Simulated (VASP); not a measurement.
# CdRh2S4 (P2/m) in VASP: single point with PBEsol

Aim: the single point of CdRh2S4 with PBEsol.

Program: VASP 6.6.1. These are calculated values, not measurements. Logs are shortened: lines on timing, memory, paths and dates and some standing lists are left out, and cuts for length are marked.

**1. The cell of the first run**

Symmetry: P2/m, No. 10, monoclinic system. Conventional cell: a = 6.019 Å, b = 3.534 Å, c = 6.450 Å, α = 90.00°, β = 105.37°, γ = 90.00°. Within 3.8 Å of Cd (site symmetry 2/m) lie 6 S at 2.62 to 2.82 Å and 2 Cd at 3.53 Å and 6 Rh at 3.68 to 3.78 Å. Rh (site symmetry 2/m) has 6 S at 2.38 to 2.39 Å within 3.1 Å. Within 3.1 Å of Rh (site symmetry 2/m) lie 6 S at 2.33 to 2.35 Å. Within 3.2 Å of S (site symmetry m) lie 3 Rh at 2.33 to 2.38 Å and 2 Cd at 2.82 Å and 3 S at 3.18 to 3.19 Å. S (site symmetry m) has 3 Rh at 2.35 to 2.39 Å and 1 Cd at 2.62 Å and 3 S at 3.08 to 3.18 Å within 3.2 Å.

**2. Single point, PBEsol**

The input, INCAR:

```
PREC = Accurate
ENCUT = 520
EDIFF = 1E-6
ISMEAR = -1
SIGMA = 0.03
LREAL = False
LASPH = True
NELM = 60
ALGO = Normal
ISIF = 2
LWAVE = False
LCHARG = False
GGA = PS
NBANDS = 42
```

The input, KPOINTS:

```
regular mesh
0
Gamma
  4 6 4
```

The input, POSCAR:

```
CdRh2S4
1.0
    6.0179717375      0.0000000000      0.0959873759
    0.0000000000      3.5342500983      0.0000000000
   -1.8085994841      0.0000000000      6.1912345450
Cd Rh S
1 2 4
Direct
    0.5000000000      0.0000000000      0.5000000000
    0.0000000000      0.0000000000      0.0000000000
    0.5000000000      0.5000000000      0.0000000000
    0.7737330184      0.5000000000      0.8032392857
    0.2863039056      0.0000000000      0.8049684844
    0.2262669816      0.5000000000      0.1967607143
    0.7136960944      0.0000000000      0.1950315156
```

Potentials or basis: VASP PAW PBE potentials, release 64 (Cd, Rh_pv, S).

The run is started by

```sh
cat potpaw_PBE.64/Cd/POTCAR potpaw_PBE.64/Rh_pv/POTCAR potpaw_PBE.64/S/POTCAR > POTCAR
mpirun -np 1 vasp_std > vasp.out
```

OUTCAR:

```text
PREC = Accurate
   ENCUT = 520
   EDIFF = 1E-6
   ISMEAR = -1
   LREAL = False
   LASPH = True
   NELM = 60
   ISIF = 2
   GGA = PS

 ion  position               nearest neighbor table
   1  0.500  0.000  0.500-   5 2.62   7 2.62   6 2.82   4 2.82   4 2.82   6 2.82
   2  0.000  0.000  0.000-   4 2.38   6 2.38   4 2.38   6 2.38   5 2.39   7 2.39
   3  0.500  0.500  0.000-   4 2.33   6 2.33   5 2.35   7 2.35   5 2.35   7 2.35
   4  0.774  0.500  0.803-   3 2.33   2 2.38   2 2.38   1 2.82   1 2.82
   5  0.286  0.000  0.805-   3 2.35   3 2.35   2 2.39   1 2.62
   6  0.226  0.500  0.197-   3 2.33   2 2.38   2 2.38   1 2.82   1 2.82
   7  0.714  0.000  0.195-   3 2.35   3 2.35   2 2.39   1 2.62

  LATTYP: Found a simple monoclinic cell.
 ALAT       =     6.0187371939
 B/A-ratio  =     0.5872079116
 C/A-ratio  =     1.0716523052
 COS(beta)  =    -0.2650593470

  Lattice vectors:

 A1 = (   6.0179717375,   0.0000000000,   0.0959873759)
 A2 = (   0.0000000000,   3.5342500983,   0.0000000000)
 A3 = (  -1.8085994841,   0.0000000000,   6.1912345450)

Analysis of symmetry for initial positions (statically):
=====================================================================
 Subroutine PRICEL returns:
 Original cell was already a primitive cell.

 Routine SETGRP: Setting up the symmetry group for a
 simple monoclinic supercell.

 Subroutine GETGRP returns: Found  4 space group operations
 (whereof  4 operations were pure point group operations)
 out of a pool of  4 trial point group operations.

The static configuration has the point symmetry C_2h.

Analysis of symmetry for dynamics (positions and initial velocities):
=====================================================================
 Subroutine PRICEL returns:
 Original cell was already a primitive cell.

 Routine SETGRP: Setting up the symmetry group for a
 simple monoclinic supercell.

 Subroutine GETGRP returns: Found  4 space group operations
 (whereof  4 operations were pure point group operations)
 out of a pool of  4 trial point group operations.

The dynamic configuration has the point symmetry C_2h.

 Subroutine INISYM returns: Found  4 space group operations
 (whereof  4 operations are pure point group operations),
 and found     1 'primitive' translations

----------------------------------------------------------------------------------------

                                     Primitive cell
[... 99 lines left out ...]
   ENCUT  =  520.0 eV  38.22 Ry    6.18 a.u.  11.19  6.57 11.99*2*pi/ulx,y,z
   NELM   =     60;   NELMIN=  2; NELMDL= -5     # of ELM steps
   EDIFF  = 0.1E-05   stopping-criterion for ELM
   LREAL  =      F    real-space projection
   EDIFFG = 0.1E-04   stopping-criterion for IOM
   NSW    =      0    number of steps for IOM
   IBRION =     -1    ionic relax: 0-MD 1-quasi-New 2-CG
   NFREE  =      0    steps in history (QN), initial steepest desc. (CG)
   ISIF   =      2    stress and relaxation
   ISYM   =      2    0-nonsym 1-usesym 2-fastsym
   POTIM  = 0.5000    time-step for ionic-motion
   TEBEG  =    0.0;   TEEND  =   0.0 temperature during run
   PSTRESS=    0.0 pullay stress
   NELECT =      66.0000    total number of electrons
   NUPDOWN=      -1.0000    fix difference up-down
   EMIN   =  10.00;   EMAX   =-10.00  energy-range for DOS
   EFERMI =   0.00;   METHOD = LEGACY
   ISMEAR =    -1;   SIGMA  =   0.03  broadening in eV -4-tet -1-fermi 0-gaus
   EFERMI_NEDOS =   21; number of points for ismear=-14 and -15
   IALGO  =     38    algorithm
   IMIX   =      4    mixing-type and parameters
     AMIX     =   0.40;   BMIX     =  1.00
     AMIX_MAG =   1.60;   BMIX_MAG =  1.00
  volume/ion in A,a.u.               =      18.90       127.54
  Fermi-wavevector in a.u.,A,eV,Ry     =   1.298399  2.453619 22.937259  1.685841
  Thomas-Fermi vector in A             =   2.429730
   LORBIT       =      0    0 simple, 1 ext, 2 COOP (PROOUT), +10 PAW based schemes
   GGA     = PS    functional components
   LHFCALC =     F    Hartree Fock is set to
   AEXX    =    0.0000 exact exchange contribution
   IVDW    =     0    specifies the selected vdW correction
   LEPSILON=     F    determine dielectric tensor
   LRPA    =     F    only Hartree local field effects (RPA)
 non-spin polarized calculation
  energy-cutoff  :      520.00
  volume of cell :      132.30
 maximum number of plane-waves:      3588
 NGX is ok and might be reduce to    48
   NGX = 23   NGY = 13   NGZ = 23

 number of electron      66.0000004 magnetization

 Free energy of the ion-electron system (eV)
  ---------------------------------------------------
  ext. energy  EPLUGINS =         0.00000000
  ---------------------------------------------------
  free energy    TOTEN  =       -38.23323590 eV

  energy without entropy =      -38.22733830  energy(sigma->0) =      -38.23028710

 E-fermi :   5.3503     XC(G=0): -10.6442

 val. band max:        5.3439249357   @ k =  -0.0000   0.1667   0.5000
 cond. band min:       5.3607318139   @ k =   0.2500   0.1667   0.5000
 fundamental gap:      0.0168068782
 Fermi energy:         5.3502507390

 k-point     1 :       0.0000    0.0000    0.0000
  band No.  band energies     occupation
      1     -40.9803      2.00000
      2     -40.9661      2.00000
      3     -40.9602      2.00000
      4     -40.9495      2.00000
      5     -40.9332      2.00000
      6     -40.8731      2.00000
[... 1069 lines left out ...]
     41      12.2744      0.00000
     42      12.6950      0.00000

 [... further k-points ...]
[... 5 lines left out ...]
  --------------------------------------------------------------------------------------
  -------------------------------------------------------------------------------------
  Total        0.0330266      0.0002691      0.1250438      0.0000000      0.0000000     -0.0354211
  in kB        0.3999738      0.0032591      1.5143599      0.0000000      0.0000000     -0.4289726
  external PRESSURE =       0.6391976 kB  Pullay stress =       0.0000000 kB

 VOLUME and BASIS-vectors are now :
 -----------------------------------------------------------------------------
  energy-cutoff  :      520.00
  volume of cell :      132.30
      direct lattice vectors                 reciprocal lattice vectors
     6.017971737  0.000000000  0.095987376     0.165398287  0.000000000  0.048316576
     0.000000000  3.534250098  0.000000000     0.000000000  0.282945454  0.000000000
    -1.808599484  0.000000000  6.191234545    -0.002564294  0.000000000  0.160769587

 POSITION                                       TOTAL-FORCE (eV/Angst)
 -----------------------------------------------------------------------------------
      2.10469      0.00000      3.14361        -0.000000      0.000000      0.000000
      0.00000      0.00000      0.00000         0.000000      0.000000      0.000000
      3.00899      1.76713      0.04799         0.000000      0.000000      0.000000
      3.20357      1.76713      5.04731         0.012883      0.000000      0.028522
      0.26710      0.00000      5.01123        -0.024903      0.000000      0.033239
      1.00581      1.76713      1.23991        -0.012883     -0.000000     -0.028522
      3.94227      0.00000      1.27599         0.024903     -0.000000     -0.033239
 -----------------------------------------------------------------------------------
    total drift:                               -0.000000     -0.000000      0.000000

  FREE ENERGIE OF THE ION-ELECTRON SYSTEM (eV)
  ---------------------------------------------------
  free  energy   TOTEN  =       -38.2332359000 eV

  energy  without entropy=      -38.2273383004  energy(sigma->0) =      -38.23028710
```

Wall time 2.8 min (1 thread of Intel Xeon Platinum 8488C (Sapphire Rapids), shared host); peak memory 0.35 GiB.

What came out:

```yaml
Free_energy: -38.2332 eV
Pressure: 0.1 GPa
Largest_force: 0.042 eV/Å
Band_gap_on_the_k_mesh: zero (bands 33 and 34 overlap by 0.20 eV)
```

Forces on the atoms (eV/Å):
```
Cd   0.000  0.000  0.000
Rh   0.000  0.000  0.000
Rh   0.000  0.000  0.000
S    0.013  0.000  0.029
S   -0.025  0.000  0.033
S   -0.013  0.000 -0.029
S    0.025  0.000 -0.033
```

Levels at points of the mesh, in eV from the Fermi level:
```
           k point  band 31  band 32  band 33  band 34  band 35  band 36
(0.00, 0.00, 0.00)    -0.87    -0.76    -0.63     1.54     2.56     2.82
(0.50, 0.00, 0.00)    -0.53    -0.48    -0.42     1.02     1.81     1.95
(0.00, 0.50, 0.00)    -1.26    -0.46    -0.43    -0.19     1.57     2.26
(0.50, 0.50, 0.00)    -1.41    -1.05    -0.99     1.37     1.74     2.49
(0.00, 0.00, 0.50)    -0.71    -0.55    -0.45     1.86     2.04     2.83
(0.50, 0.00, 0.50)    -0.45    -0.22    -0.19     0.14     1.39     2.21
(0.00, 0.50, 0.50)    -1.07    -1.05    -0.44     0.70     1.21     2.06
(0.50, 0.50, 0.50)    -1.40    -1.10    -1.04     1.25     2.58     2.66
```

Caveat: the PAW data sets were made with another functional, which shifts forces and pressure a little.
